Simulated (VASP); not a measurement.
# Sn (I4/mmm) in VASP: single point with PBE

Aim: the single point of Sn with PBE.

All numbers are computed with VASP 6.6.1; they aren't measurements. Logs are shortened: lines on timing, memory, paths and dates and some standing lists are left out, and cuts for length are marked.

### Step 1. The cell of the first run

The structure is tetragonal, space group I4/mmm (No. 139). The conventional cell has a = 3.360 Å, b = 3.360 Å, c = 4.958 Å, α = 90.00°, β = 90.00°, γ = 90.00°. Within 4.4 Å of Sn (site symmetry 4/mmm) lie 12 Sn at 3.36 to 3.43 Å.

### Step 2. Single point, PBE

Contents of INCAR:

```
PREC     = Accurate       # precision mode
ENCUT    = 520            # plane-wave cutoff, eV
EDIFF    = 1E-6           # SCF threshold, eV
ISMEAR   = 0              # smearing method
SIGMA    = 0.1            # smearing width, eV
LREAL    = F              # projectors in reciprocal space
LASPH    = T              # aspherical terms in the spheres
NELM     = 60             # most SCF steps
ALGO     = Fast           # electronic algorithm
ISIF     = 2              # what is computed and relaxed
LWAVE    = F              # write WAVECAR
LCHARG   = T              # write CHGCAR
GGA      = PE             # functional
LELF     = T              # ELF
LVHAR    = T            
NBANDS   = 21             # bands
```

Contents of KPOINTS:

```
regular mesh
0
Gamma
  16 16 12
```

Contents of POSCAR:

```
Sn
1.0
    3.3596862910      0.0000000000      0.0000000000
    0.0000000000      3.3596862910      0.0000000000
    0.0000000000      0.0000000000      4.9582215781
Sn
2
Direct
    0.0000000000      0.5000000000      0.2499968298
    0.5000000000      0.0000000000      0.7500031702
```

Potentials or basis: VASP PAW PBE potentials, release 64 (Sn_d).

Launch:

```
$ cat potpaw_PBE.64/Sn_d/POTCAR > POTCAR
$ mpirun -np 1 vasp_std > vasp.out
```

OUTCAR:

```text
PREC = Accurate
   ENCUT = 520
   EDIFF = 1E-6
   ISMEAR = 0
   LREAL = F
   LASPH = T
   NELM = 60
   ISIF = 2
   GGA = PE

 ion  position               nearest neighbor table
   1  0.000  0.500  0.250-   2 3.43   2 3.43   2 3.43   2 3.43   2 3.43   2 3.43   2 3.43   2 3.43

   2  0.500  0.000  0.750-   1 3.43   1 3.43   1 3.43   1 3.43   1 3.43   1 3.43   1 3.43   1 3.43

  LATTYP: Found a simple tetragonal cell.
 ALAT       =     3.3596862910
 C/A-ratio  =     1.4757989731

  Lattice vectors:

 A1 = (   3.3596862910,   0.0000000000,   0.0000000000)
 A2 = (   0.0000000000,   3.3596862910,   0.0000000000)
 A3 = (   0.0000000000,   0.0000000000,   4.9582215781)

Analysis of symmetry for initial positions (statically):
=====================================================================
 Subroutine PRICEL returns:
 Original cell was already a primitive cell.

 Routine SETGRP: Setting up the symmetry group for a
 simple tetragonal supercell.

 Subroutine GETGRP returns: Found 16 space group operations
 (whereof  8 operations were pure point group operations)
 out of a pool of 16 trial point group operations.

The static configuration has the point symmetry D_2d.
 The point group associated with its full space group is D_4h.

Analysis of symmetry for dynamics (positions and initial velocities):
=====================================================================
 Subroutine PRICEL returns:
 Original cell was already a primitive cell.

 Routine SETGRP: Setting up the symmetry group for a
 simple tetragonal supercell.

 Subroutine GETGRP returns: Found 16 space group operations
 (whereof  8 operations were pure point group operations)
 out of a pool of 16 trial point group operations.

The dynamic configuration has the point symmetry D_2d.
 The point group associated with its full space group is D_4h.

 Subroutine INISYM returns: Found 16 space group operations
 (whereof  8 operations are pure point group operations),
 and found     1 'primitive' translations

----------------------------------------------------------------------------------------

                                     Primitive cell

  volume of cell :      55.9659

  direct lattice vectors                    reciprocal lattice vectors
     3.359686291  0.000000000  0.000000000     0.297646838  0.000000000  0.000000000
     0.000000000  3.359686291  0.000000000     0.000000000  0.297646838  0.000000000
[... 78 lines left out ...]
   ICHARG =      2    charge: 1-file 2-atom 10-const
   ISPIN  =      1    spin polarized calculation?
   LNONCOLLINEAR =      F non collinear calculations
   LSORBIT =      F    spin-orbit coupling
   LASPH  =      T    aspherical Exc in radial PAW
   ENCUT  =  520.0 eV  38.22 Ry    6.18 a.u.   6.25  6.25  9.22*2*pi/ulx,y,z
   NELM   =     60;   NELMIN=  2; NELMDL= -5     # of ELM steps
   EDIFF  = 0.1E-05   stopping-criterion for ELM
   LREAL  =      F    real-space projection
   EDIFFG = 0.1E-04   stopping-criterion for IOM
   NSW    =      0    number of steps for IOM
   IBRION =     -1    ionic relax: 0-MD 1-quasi-New 2-CG
   NFREE  =      0    steps in history (QN), initial steepest desc. (CG)
   ISIF   =      2    stress and relaxation
   ISYM   =      2    0-nonsym 1-usesym 2-fastsym
   POTIM  = 0.5000    time-step for ionic-motion
   TEBEG  =    0.0;   TEEND  =   0.0 temperature during run
   PSTRESS=    0.0 pullay stress
   NELECT =      28.0000    total number of electrons
   NUPDOWN=      -1.0000    fix difference up-down
   EMIN   =  10.00;   EMAX   =-10.00  energy-range for DOS
   EFERMI =   0.00;   METHOD = LEGACY
   ISMEAR =     0;   SIGMA  =   0.10  broadening in eV -4-tet -1-fermi 0-gaus
   EFERMI_NEDOS =   21; number of points for ismear=-14 and -15
   IALGO  =     68    algorithm
   IMIX   =      4    mixing-type and parameters
     AMIX     =   0.40;   BMIX     =  1.00
     AMIX_MAG =   1.60;   BMIX_MAG =  1.00
  volume/ion in A,a.u.               =      27.98       188.84
  Fermi-wavevector in a.u.,A,eV,Ry     =   1.299630  2.455945 22.980757  1.689038
  Thomas-Fermi vector in A             =   2.430881
   LORBIT       =      0    0 simple, 1 ext, 2 COOP (PROOUT), +10 PAW based schemes
   GGA     = PE    functional components
   LHFCALC =     F    Hartree Fock is set to
   AEXX    =    0.0000 exact exchange contribution
   IVDW    =     0    specifies the selected vdW correction
   LEPSILON=     F    determine dielectric tensor
   LRPA    =     F    only Hartree local field effects (RPA)
 non-spin polarized calculation
 RMM-DIIS sequential band-by-band and
 Gauss-broadening in eV      SIGMA  =   0.10
  energy-cutoff  :      520.00
  volume of cell :       55.97
 maximum number of plane-waves:      1532
 NGX is ok and might be reduce to    28
   NGX = 13   NGY = 13   NGZ = 19

 number of electron      28.0000012 magnetization

 Free energy of the ion-electron system (eV)
  ---------------------------------------------------
  ext. energy  EPLUGINS =         0.00000000
  ---------------------------------------------------
  free energy    TOTEN  =        -7.57573013 eV

  energy without entropy =       -7.57115853  energy(sigma->0) =       -7.57344433

 E-fermi :   7.8050     XC(G=0): -10.2278

 val. band max:        7.8017703911   @ k =   0.3125   0.2500   0.0000
 cond. band min:       7.8099656631   @ k =   0.3750   0.3750   0.3333
 fundamental gap:      0.0081952720
 Fermi energy:         7.8050183192

 k-point     1 :       0.0000    0.0000    0.0000
  band No.  band energies     occupation
      1     -13.8464      2.00000
      2     -13.7875      2.00000
      3     -13.7772      2.00000
      4     -13.7516      2.00000
      5     -13.7516      2.00000
      6     -13.7058      2.00000
[... 565 lines left out ...]
     20      17.5073      0.00000
     21      18.6314      0.00000

 [... further k-points ...]
[... 5 lines left out ...]
  --------------------------------------------------------------------------------------
  -------------------------------------------------------------------------------------
  Total       -0.0044850     -0.0044850     -0.0052911      0.0000000      0.0000000      0.0000000
  in kB       -0.1283960     -0.1283960     -0.1514723      0.0000000      0.0000000      0.0000000
  external PRESSURE =      -0.1360881 kB  Pullay stress =       0.0000000 kB

 VOLUME and BASIS-vectors are now :
 -----------------------------------------------------------------------------
  energy-cutoff  :      520.00
  volume of cell :       55.97
      direct lattice vectors                 reciprocal lattice vectors
     3.359686291  0.000000000  0.000000000     0.297646838  0.000000000  0.000000000
     0.000000000  3.359686291  0.000000000     0.000000000  0.297646838  0.000000000
     0.000000000  0.000000000  4.958221578     0.000000000  0.000000000  0.201685218

 POSITION                                       TOTAL-FORCE (eV/Angst)
 -----------------------------------------------------------------------------------
      0.00000      1.67984      1.23954         0.000000      0.000000      0.000036
      1.67984      0.00000      3.71868         0.000000      0.000000     -0.000036
 -----------------------------------------------------------------------------------
    total drift:                                0.000000      0.000000     -0.000000

  FREE ENERGIE OF THE ION-ELECTRON SYSTEM (eV)
  ---------------------------------------------------
  free  energy   TOTEN  =        -7.5757301320 eV

  energy  without entropy=       -7.5711585306  energy(sigma->0) =       -7.57344433
```

stdout:

```text
POSCAR found type information on POSCAR Sn
 POSCAR found :  1 types and       2 ions
 scaLAPACK will be used
 LDA part: xc-table for (Slater+PW92), standard interpolation
 POSCAR, INCAR and KPOINTS ok, starting setup
 FFT: planning ... GRIDC
 FFT: planning ... GRID_SOFT
 FFT: planning ... GRID
 WAVECAR not read
 entering main loop
WARNING in EDDRMM: call to ZHEGV failed, returncode =   6  3     18
WARNING in EDDRMM: call to ZHEGV failed, returncode =   8  4     19
WARNING in EDDRMM: call to ZHEGV failed, returncode =   8  4     19
WARNING in EDDRMM: call to ZHEGV failed, returncode =   6  3     18
WARNING in EDDRMM: call to ZHEGV failed, returncode =   6  3     19
WARNING in EDDRMM: call to ZHEGV failed, returncode =   8  4     19
WARNING in EDDRMM: call to ZHEGV failed, returncode =   6  3     16
```

Wall time 2.1 min (1 thread of Intel Xeon 6975P-C (Granite Rapids), shared host); peak memory 0.4 GiB.

Results:

- Free energy: -7.5757 eV
- Pressure: 0.0 GPa
- Band gap on the k mesh: zero (band 14 reaches 11.40 eV, above the bottom of band 15 at 6.11 eV)

Levels at points of the mesh, in eV from the Fermi level:
```
           k point  band 10  band 11  band 12  band 13  band 14  band 15  band 16  band 17  band 18  band 19
(0.00, 0.00, 0.00)   -21.41   -10.94    -5.34    -3.75     2.38     2.38     5.72     6.01     7.44     7.44
(0.50, 0.00, 0.00)   -21.45    -7.56    -7.56    -1.04    -1.04    -0.07    -0.07     5.70     5.70     8.61
(0.50, 0.50, 0.00)   -21.39    -4.73    -4.73    -3.40    -3.40     1.70     1.70     1.99     1.99     5.11
(0.00, 0.00, 0.50)   -21.45    -9.36    -9.36     2.71     2.71     4.10     4.10     4.10     4.10     7.22
(0.50, 0.00, 0.50)   -21.42    -6.76    -6.76    -4.50    -4.50     5.21     5.21     5.98     5.98     9.53
(0.50, 0.50, 0.50)   -21.39    -4.45    -4.45    -1.69    -1.69    -1.69    -1.69     0.01     0.01    10.23
```

Caveat: spin-orbit coupling is left out, which moves the levels of the heavy elements.
